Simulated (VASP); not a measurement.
# Ta3N (P-3m1) in VASP: a series of runs, part 3 of 3

VASP 6.6.1. Earlier steps stand in the parts before.

### Step 4. Single point, PBEsol+U

This run uses another cell than the first one, of 14.56 Å³/atom.

Input file INCAR:

```
ALGO = Normal ; EDIFF = 1E-6
ENCUT = 1330 ; GGA = PS
GGA_COMPAT = False ; ISIF = 2
ISMEAR = -1 ; LASPH = True
LCHARG = False ; LDAU = True
LDAUJ = 0 0 ; LDAUL = 2 -1
LDAUPRINT = 1 ; LDAUTYPE = 2
LDAUU = 1 0 ; LMAXMIX = 4
LREAL = False ; LWAVE = False
NBANDS = 30 ; NELM = 200
PREC = Accurate ; SIGMA = 0.05
```

Input file KPOINTS:

```
k-points
0
Gamma
  10 10 4
```

Input file POSCAR:

```
Ta3N
1.0
    2.9996136662      0.0000000000      0.0000000000
   -1.4998068331      2.5977416364      0.0000000000
    0.0000000000      0.0000000000      7.4725461458
Ta N
3 1
Direct
    0.6666666667      0.3333333333      0.8271394734
    0.3333333333      0.6666666667      0.1728605266
    0.0000000000      0.0000000000      0.5000000000
    0.0000000000      0.0000000000      0.0000000000
```

Potentials or basis: VASP PAW PBE potentials, release 64 (Ta_sv_GW, N_h).

On the command line:

```sh
$ cat potpaw_PBE.64/Ta_sv_GW/POTCAR potpaw_PBE.64/N_h/POTCAR > POTCAR
$ mpirun -np 1 vasp_std > vasp.out
```

OUTCAR:

```text
EDIFF = 1E-6
   ENCUT = 1330
   GGA = PS
   ISIF = 2
   ISMEAR = -1
   LASPH = True
   LREAL = False
   NELM = 200
   PREC = Accurate

 ion  position               nearest neighbor table
   1  0.667  0.333  0.827-   4 2.16   4 2.16   4 2.16   3 3.00   3 3.00   3 3.00   2 3.11   2 3.11
                             2 3.11
   2  0.333  0.667  0.173-   4 2.16   4 2.16   4 2.16   3 3.00   3 3.00   3 3.00   1 3.11   1 3.11
                             1 3.11
   3  0.000  0.000  0.500-   1 3.00   2 3.00   2 3.00   1 3.00   1 3.00   2 3.00
   4  0.000  0.000  0.000-   1 2.16   2 2.16   2 2.16   1 2.16   1 2.16   2 2.16

  LATTYP: Found a hexagonal cell.
 ALAT       =     2.9996136662
 C/A-ratio  =     2.4911695229

  Lattice vectors:

 A1 = (   2.9996136662,   0.0000000000,   0.0000000000)
 A2 = (  -1.4998068331,   2.5977416364,   0.0000000000)
 A3 = (   0.0000000000,   0.0000000000,   7.4725461458)

Analysis of symmetry for initial positions (statically):
=====================================================================
 Subroutine PRICEL returns:
 Original cell was already a primitive cell.

 Routine SETGRP: Setting up the symmetry group for a
 hexagonal supercell.

 Subroutine GETGRP returns: Found 12 space group operations
 (whereof 12 operations were pure point group operations)
 out of a pool of 24 trial point group operations.

The static configuration has the point symmetry D_3d.

Analysis of symmetry for dynamics (positions and initial velocities):
=====================================================================
 Subroutine PRICEL returns:
 Original cell was already a primitive cell.

 Routine SETGRP: Setting up the symmetry group for a
 hexagonal supercell.

 Subroutine GETGRP returns: Found 12 space group operations
 (whereof 12 operations were pure point group operations)
 out of a pool of 24 trial point group operations.

The dynamic configuration has the point symmetry D_3d.

 Subroutine INISYM returns: Found 12 space group operations
 (whereof 12 operations are pure point group operations),
 and found     1 'primitive' translations

----------------------------------------------------------------------------------------

                                     Primitive cell

  volume of cell :      58.2277

  direct lattice vectors                    reciprocal lattice vectors
     2.999613666  0.000000000  0.000000000     0.333376265  0.192474876  0.000000000
    -1.499806833  2.597741636  0.000000000     0.000000000  0.384949753  0.000000000
     0.000000000  0.000000000  7.472546146     0.000000000  0.000000000  0.133823195

  length of vectors
     2.999613666  2.999613666  7.472546146     0.384949752  0.384949753  0.133823195

[... 74 lines left out ...]
 SYSTEM =  unknown system
   PREC   = accura    normal or accurate (medium, high low for compatibility)
   ISTART =      0    job   : 0-new  1-cont  2-samecut
   ICHARG =      2    charge: 1-file 2-atom 10-const
   ISPIN  =      1    spin polarized calculation?
   LNONCOLLINEAR =      F non collinear calculations
   LSORBIT =      F    spin-orbit coupling
   LASPH  =      T    aspherical Exc in radial PAW
   ENCUT  = 1330.0 eV  97.75 Ry    9.89 a.u.   8.92  8.92 22.22*2*pi/ulx,y,z
   NELM   =    200;   NELMIN=  2; NELMDL= -5     # of ELM steps
   EDIFF  = 0.1E-05   stopping-criterion for ELM
   LREAL  =      F    real-space projection
[... 7 lines left out ...]
   TEBEG  =    0.0;   TEEND  =   0.0 temperature during run
   PSTRESS=    0.0 pullay stress
   NELECT =      44.0000    total number of electrons
   NUPDOWN=      -1.0000    fix difference up-down
   EMIN   =  10.00;   EMAX   =-10.00  energy-range for DOS
   EFERMI =   0.00;   METHOD = LEGACY
   ISMEAR =    -1;   SIGMA  =   0.05  broadening in eV -4-tet -1-fermi 0-gaus
   EFERMI_NEDOS =   21; number of points for ismear=-14 and -15
   IALGO  =     38    algorithm
   IMIX   =      4    mixing-type and parameters
     AMIX     =   0.40;   BMIX     =  1.00
     AMIX_MAG =   1.60;   BMIX_MAG =  1.00
  volume/ion in A,a.u.               =      14.56        98.24
  Fermi-wavevector in a.u.,A,eV,Ry     =   1.491131  2.817829 30.252163  2.223471
  Thomas-Fermi vector in A             =   2.603825
   LORBIT       =      0    0 simple, 1 ext, 2 COOP (PROOUT), +10 PAW based schemes
 LDA+U is selected, type is set to LDAUTYPE =  2
   angular momentum for each species LDAUL =     2   -1
   U (eV)           for each species LDAUU =   1.0  0.0
   J (eV)           for each species LDAUJ =   0.0  0.0
   GGA     = PS    functional components
   LHFCALC =     F    Hartree Fock is set to
   AEXX    =    0.0000 exact exchange contribution
   IVDW    =     0    specifies the selected vdW correction
   LEPSILON=     F    determine dielectric tensor
   LRPA    =     F    only Hartree local field effects (RPA)
 non-spin polarized calculation
  energy-cutoff  :     1330.00
  volume of cell :       58.23
 maximum number of plane-waves:      6446
   NGX = 17   NGY = 17   NGZ = 45

atom =   1  type =  1  l = 2

 onsite density matrix

spin component  1
[... 83 lines left out ...]
  o =  0.1632  v =  0.0000 -0.8251  0.0000 -0.0000  0.5650  0.0000  0.0000  0.0000  0.0000  0.0000      0.0000  0.0000  0.0000  0.0000  0.0000  0.0000  0.0000  0.0000  0.0000  0.0000
  o =  0.1632  v =  0.0000  0.0000  0.0000  0.0000  0.0000  0.0000 -0.8251  0.0000 -0.0000  0.5650      0.0000  0.0000  0.0000  0.0000  0.0000  0.0000  0.0000  0.0000  0.0000  0.0000
  o =  0.1632  v =  0.0000  0.0000  0.0000  0.0000  0.0000  0.5650  0.0000 -0.0000 -0.8251 -0.0000      0.0000  0.0000  0.0000  0.0000  0.0000  0.0000  0.0000  0.0000  0.0000  0.0000
  o =  0.1632  v =  0.5650  0.0000 -0.0000 -0.8251 -0.0000  0.0000  0.0000  0.0000  0.0000  0.0000      0.0000  0.0000  0.0000  0.0000  0.0000  0.0000  0.0000  0.0000  0.0000  0.0000
  o =  0.2473  v = -0.0000 -0.5650 -0.0000 -0.0000 -0.8251  0.0000  0.0000  0.0000  0.0000  0.0000      0.0000  0.0000  0.0000  0.0000  0.0000  0.0000  0.0000  0.0000  0.0000  0.0000
  o =  0.2473  v =  0.0000  0.0000  0.0000  0.0000  0.0000 -0.0000 -0.5650 -0.0000 -0.0000 -0.8251      0.0000  0.0000  0.0000  0.0000  0.0000  0.0000  0.0000  0.0000  0.0000  0.0000
  o =  0.2473  v =  0.8251 -0.0000 -0.0000  0.5650 -0.0000  0.0000  0.0000  0.0000  0.0000  0.0000      0.0000  0.0000  0.0000  0.0000  0.0000  0.0000  0.0000  0.0000  0.0000  0.0000
  o =  0.2473  v =  0.0000  0.0000  0.0000  0.0000  0.0000  0.8251 -0.0000 -0.0000  0.5650 -0.0000      0.0000  0.0000  0.0000  0.0000  0.0000  0.0000  0.0000  0.0000  0.0000  0.0000
  o =  0.2830  v =  0.0000  0.0000  0.0000  0.0000  0.0000  0.0000 -0.0000  1.0000  0.0000 -0.0000      0.0000  0.0000  0.0000  0.0000  0.0000  0.0000  0.0000  0.0000  0.0000  0.0000
  o =  0.2830  v =  0.0000 -0.0000  1.0000  0.0000 -0.0000  0.0000  0.0000  0.0000  0.0000  0.0000      0.0000  0.0000  0.0000  0.0000  0.0000  0.0000  0.0000  0.0000  0.0000  0.0000

 number of electron      44.0000001 magnetization

 Free energy of the ion-electron system (eV)
  ---------------------------------------------------
  ext. energy  EPLUGINS =         0.00000000
  ---------------------------------------------------
  free energy    TOTEN  =       -53.31964178 eV

  energy without entropy =      -53.29529129  energy(sigma->0) =      -53.30746653

 E-fermi :  11.6417     XC(G=0): -13.3698

 val. band max:       11.6071207247   @ k =   0.4000  -0.0000   0.2500
 cond. band min:      11.6509641633   @ k =   0.2000   0.0000   0.2500
 fundamental gap:      0.0438434386
 Fermi energy:        11.6416894326

 k-point     1 :       0.0000    0.0000    0.0000
  band No.  band energies     occupation
      1     -56.8384      2.00000
      2     -56.8069      2.00000
      3     -56.2890      2.00000
      4     -23.6724      2.00000
      5     -23.3442      2.00000
      6     -22.9651      2.00000
[... 781 lines left out ...]
     29      16.7752      0.00000
     30      17.5663      0.00000

 [... further k-points ...]
[... 5 lines left out ...]
  --------------------------------------------------------------------------------------
  -------------------------------------------------------------------------------------
  Total        0.9164452      0.9164452      0.7720515      0.0000000      0.0000000      0.0000000
  in kB       25.2166384     25.2166384     21.2435428      0.0000000      0.0000000      0.0000000
  external PRESSURE =      23.8922732 kB  Pullay stress =       0.0000000 kB

 VOLUME and BASIS-vectors are now :
 -----------------------------------------------------------------------------
  energy-cutoff  :     1330.00
  volume of cell :       58.23
      direct lattice vectors                 reciprocal lattice vectors
     2.999613666  0.000000000  0.000000000     0.333376265  0.192474876  0.000000000
    -1.499806833  2.597741636  0.000000000     0.000000000  0.384949753  0.000000000
     0.000000000  0.000000000  7.472546146     0.000000000  0.000000000  0.133823195

 POSITION                                       TOTAL-FORCE (eV/Angst)
 -----------------------------------------------------------------------------------
      1.49981      0.86591      6.18084        -0.000000      0.000000     -0.103988
     -0.00000      1.73183      1.29171         0.000000     -0.000000      0.103988
      0.00000      0.00000      3.73627        -0.000000      0.000000      0.000000
      0.00000      0.00000      0.00000        -0.000000      0.000000      0.000000
 -----------------------------------------------------------------------------------
    total drift:                                0.000000     -0.000000      0.000000

  FREE ENERGIE OF THE ION-ELECTRON SYSTEM (eV)
  ---------------------------------------------------
  free  energy   TOTEN  =       -53.3196417797 eV

  energy  without entropy=      -53.2952912902  energy(sigma->0) =      -53.30746653
```

Run time: 3.8 min. Hardware: 1 thread of Intel Xeon 6975P-C (Granite Rapids), shared host; peak memory 0.54 GiB.

What came out:

| Item | Value |
| --- | --- |
| Free energy | -53.3196 eV |
| Pressure | 2.4 GPa |
| Largest force | 0.104 eV/Å |
| Band gap on the k mesh | zero (bands 22 and 23 overlap by 0.66 eV) |

Forces in eV/Å, atoms in the order of the input:
```
Ta   0.000  0.000 -0.104
Ta   0.000  0.000  0.104
Ta   0.000  0.000  0.000
N    0.000  0.000  0.000
```

Levels at points of the mesh, in eV from the Fermi level:
| k point | band 20 | band 21 | band 22 | band 23 | band 24 | band 25 |
| --- | --- | --- | --- | --- | --- | --- |
| (0.00, 0.00, 0.00) | -0.48 | -0.48 | -0.39 | 0.33 | 0.33 | 0.96 |
| (0.50, 0.00, 0.00) | -1.21 | -0.56 | 0.20 | 0.80 | 0.91 | 3.65 |
| (0.00, 0.00, 0.50) | -1.21 | -0.27 | -0.27 | 0.61 | 0.61 | 1.24 |
| (0.50, 0.00, 0.50) | -1.35 | -1.28 | 0.15 | 0.97 | 1.36 | 2.56 |

Eigenvalues of the final occupation matrices:
| site | spin | trace | eigenvalues |
| --- | --- | --- | --- |
| site 1 d | 1 | 1.19 | 0.22 0.22 0.25 0.25 0.26 |
| site 1 d | 2 | 1.19 | 0.22 0.22 0.25 0.25 0.26 |
| site 2 d | 1 | 1.19 | 0.22 0.22 0.25 0.25 0.26 |
| site 2 d | 2 | 1.19 | 0.22 0.22 0.25 0.25 0.26 |
| site 3 d | 1 | 1.10 | 0.16 0.16 0.25 0.25 0.28 |
| site 3 d | 2 | 1.10 | 0.16 0.16 0.25 0.25 0.28 |

Caveat: the PAW data sets were made with another functional, which shifts forces and pressure a little; spin-orbit coupling is left out, which moves the levels of the heavy elements; U without spin polarisation on a metal has little footing.

### Step 5. Summary

```csv
level,potentials or basis,U,cell,cutoff (eV),gap on the mesh (eV),pressure (GPa),largest force (eV/Å)
LDA,"VASP PAW LDA potentials, release 64 (Ta_sv_GW, N)",-,"a = 3.012, b = 3.012, c = 7.474 Å, angles 90.0, 90.0, 120.0°, 4 atoms, atomic positions A",700,none,-8.1,0.36
LDA,"VASP PAW LDA potentials, release 64 (Ta_sv_GW, N)",-,"a = 2.991, b = 2.991, c = 7.422 Å, angles 90.0, 90.0, 120.0°, 4 atoms, atomic positions A",700,none,-2.8,0.22
PBEsol+U,"VASP PAW PBE potentials, release 64 (Ta_sv_GW, N_h)",Ta d U = 1.0 eV,"a = 3.000, b = 3.000, c = 7.473 Å, angles 90.0, 90.0, 120.0°, 4 atoms, atomic positions B",1330,none,2.4,0.10
```

Alike in all rows: task single point; no spin polarisation; k mesh 10 × 10 × 4; smearing fermi-dirac 0.05 eV.

Caveats: spin-orbit coupling is left out, which moves the levels of the heavy elements; the cell stands under tension (at least some runs); the PAW data sets were made with another functional, which shifts forces and pressure a little (at least some runs); U without spin polarisation on a metal has little footing (at least some runs).

Absolute energies hang on the potentials; compare differences alone.

The gap in the log of VASP goes by the Fermi energy; the results here count the filled bands.